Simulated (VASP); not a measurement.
# NaCl (R3m) in VASP: a series of runs, part 2 of 2

VASP 6.6.1. The steps go on from the part before.

## 4. Single point, PBE

The input, INCAR:

```
SYSTEM = NaCl
ALGO = Normal
EDIFF = 1E-7
ENCUT = 520
GGA = PE
ISIF = 2
ISMEAR = 0
LASPH = .TRUE.
LCHARG = .FALSE.
LREAL = .FALSE.
LWAVE = .FALSE.
NBANDS = 14
NELM = 100
PREC = Accurate
SIGMA = 0.05
```

The input, KPOINTS:

```
k-points
0
G
  6 6 6
  0 0 0
```

The input, POSCAR:

```
NaCl
1.0
    3.5021900000      0.0000000000      0.0000000000
    0.0000000000      3.5021900000      0.0000000000
    0.0000000000      0.0000000000      3.5021900000
Na Cl
1 1
Direct
    0.0000000000      0.0000000000      0.0000000000
    0.4958786483      0.4958786483      0.4958786483
```

Potentials or basis: VASP PAW PBE potentials, release 64 (Na_pv, Cl).

The run is started by

```bash
cat potpaw_PBE.64/Na_pv/POTCAR potpaw_PBE.64/Cl/POTCAR > POTCAR
mpirun -np 1 vasp_std > vasp.out
```

OUTCAR:

```text
SYSTEM = NaCl
   EDIFF = 1E-7
   ENCUT = 520
   GGA = PE
   ISIF = 2
   ISMEAR = 0
   LASPH = .TRUE.
   LREAL = .FALSE.
   NELM = 100
   PREC = Accurate

 ion  position               nearest neighbor table
   1  0.000  0.000  0.000-
   2  0.496  0.496  0.496-

  LATTYP: Found a simple cubic cell.
 ALAT       =     3.5021900000

  Lattice vectors:

 A1 = (   3.5021900000,   0.0000000000,   0.0000000000)
 A2 = (   0.0000000000,   3.5021900000,   0.0000000000)
 A3 = (   0.0000000000,   0.0000000000,   3.5021900000)

Analysis of symmetry for initial positions (statically):
=====================================================================
 Subroutine PRICEL returns:
 Original cell was already a primitive cell.

 Routine SETGRP: Setting up the symmetry group for a
 simple cubic supercell.

 Subroutine GETGRP returns: Found  6 space group operations
 (whereof  6 operations were pure point group operations)
 out of a pool of 48 trial point group operations.

The static configuration has the point symmetry C_3v.

Analysis of symmetry for dynamics (positions and initial velocities):
=====================================================================
 Subroutine PRICEL returns:
 Original cell was already a primitive cell.

 Routine SETGRP: Setting up the symmetry group for a
 simple cubic supercell.

 Subroutine GETGRP returns: Found  6 space group operations
 (whereof  6 operations were pure point group operations)
 out of a pool of 48 trial point group operations.

The dynamic configuration has the point symmetry C_3v.

 Subroutine INISYM returns: Found  6 space group operations
 (whereof  6 operations are pure point group operations),
 and found     1 'primitive' translations

----------------------------------------------------------------------------------------

                                     Primitive cell

  volume of cell :      42.9555
[... 112 lines left out ...]
  Thomas-Fermi vector in A             =   2.263304
   LORBIT       =      0    0 simple, 1 ext, 2 COOP (PROOUT), +10 PAW based schemes
   GGA     = PE    functional components
   LHFCALC =     F    Hartree Fock is set to
   AEXX    =    0.0000 exact exchange contribution
   IVDW    =     0    specifies the selected vdW correction
   LEPSILON=     F    determine dielectric tensor
   LRPA    =     F    only Hartree local field effects (RPA)
 non-spin polarized calculation
 Gauss-broadening in eV      SIGMA  =   0.05
  energy-cutoff  :      520.00
  volume of cell :       42.96
 maximum number of plane-waves:      1189
 NGX is ok and might be reduce to    28
   NGX = 13   NGY = 13   NGZ = 13

 number of electron      13.9999983 magnetization

 Free energy of the ion-electron system (eV)
  ---------------------------------------------------
  ext. energy  EPLUGINS =         0.00000000
  ---------------------------------------------------
  free energy    TOTEN  =        -6.46833189 eV

  energy without entropy =       -6.46833189  energy(sigma->0) =       -6.46833189

 E-fermi :   0.6855     XC(G=0):  -8.4324

 val. band max:        0.4248260175   @ k =   0.5000   0.5000   0.0000
 cond. band min:       4.4034528185   @ k =   0.0000   0.0000   0.0000
 fundamental gap:      3.9786268011
 Fermi energy:         0.6854563424

 k-point     1 :       0.0000    0.0000    0.0000
  band No.  band energies     occupation
      1     -21.6491      2.00000
      2     -21.6491      2.00000
      3     -21.6491      2.00000
      4     -12.9515      2.00000
      5      -0.0658      2.00000
      6      -0.0658      2.00000
      7      -0.0658      2.00000
      8       4.4035      0.00000
      9       9.0043      0.00000
     10       9.0043      0.00000
     11      16.1117      0.00000
     12      16.1117      0.00000
     13      16.1143      0.00000
     14      16.3383      0.00000
[... 377 lines left out ...]
      1     -21.6815      2.00000
      2     -21.6709      2.00000
      3     -21.6515      2.00000
      4     -12.3340      2.00000
      5      -1.9135      2.00000
      6      -1.3248      2.00000
      7      -0.1966      2.00000
      8       6.8731      0.00000
      9       9.5855      0.00000
     10       9.6003      0.00000
     11      11.8807      0.00000
     12      13.8739      0.00000
     13      14.2970      0.00000
     14      16.5367      0.00000

 [... further k-points ...]
[... 5 lines left out ...]
  --------------------------------------------------------------------------------------
  -------------------------------------------------------------------------------------
  Total        0.0173866      0.0173866      0.0173866      0.0008204      0.0008204      0.0008204
  in kB        0.6484951      0.6484951      0.6484951      0.0305994      0.0305994      0.0305994
  external PRESSURE =       0.6484951 kB  Pullay stress =       0.0000000 kB

 VOLUME and BASIS-vectors are now :
 -----------------------------------------------------------------------------
  energy-cutoff  :      520.00
  volume of cell :       42.96
      direct lattice vectors                 reciprocal lattice vectors
     3.502190000  0.000000000  0.000000000     0.285535622  0.000000000  0.000000000
     0.000000000  3.502190000  0.000000000     0.000000000  0.285535622  0.000000000
     0.000000000  0.000000000  3.502190000     0.000000000  0.000000000  0.285535622

 POSITION                                       TOTAL-FORCE (eV/Angst)
 -----------------------------------------------------------------------------------
      0.00000      0.00000      0.00000        -0.004888     -0.004888     -0.004888
      1.73666      1.73666      1.73666         0.004888      0.004888      0.004888
 -----------------------------------------------------------------------------------
    total drift:                               -0.000024     -0.000024     -0.000024

  FREE ENERGIE OF THE ION-ELECTRON SYSTEM (eV)
  ---------------------------------------------------
  free  energy   TOTEN  =        -6.4683318887 eV

  energy  without entropy=       -6.4683318887  energy(sigma->0) =       -6.46833189
```

stdout:

```text
POSCAR found type information on POSCAR NaCl
 POSCAR found :  2 types and       2 ions
 scaLAPACK will be used
 LDA part: xc-table for (Slater+PW92), standard interpolation
 POSCAR, INCAR and KPOINTS ok, starting setup
 FFT: planning ... GRIDC
 FFT: planning ... GRID_SOFT
 FFT: planning ... GRID
 WAVECAR not read
 entering main loop
```

Wall time 30 s (1 thread of AMD EPYC, shared host); peak memory 0.12 GiB.

What came out:

```
Free energy            : -6.4683 eV
Pressure               : 0.1 GPa
Largest force          : 0.008 eV/Å
Band gap on the k mesh : 3.98 eV, indirect (least direct gap 4.47 eV)
```

Forces on the atoms (eV/Å):
```
Na  -0.005 -0.005 -0.005
Cl   0.005  0.005  0.005
```

Caveat: the cell differs from its parent crystal (all Cl atoms moved +0.025 Å, as atom 2 towards its neighbour atom 1 (Na) at 3.033 Å). A k mesh can miss the band edges.
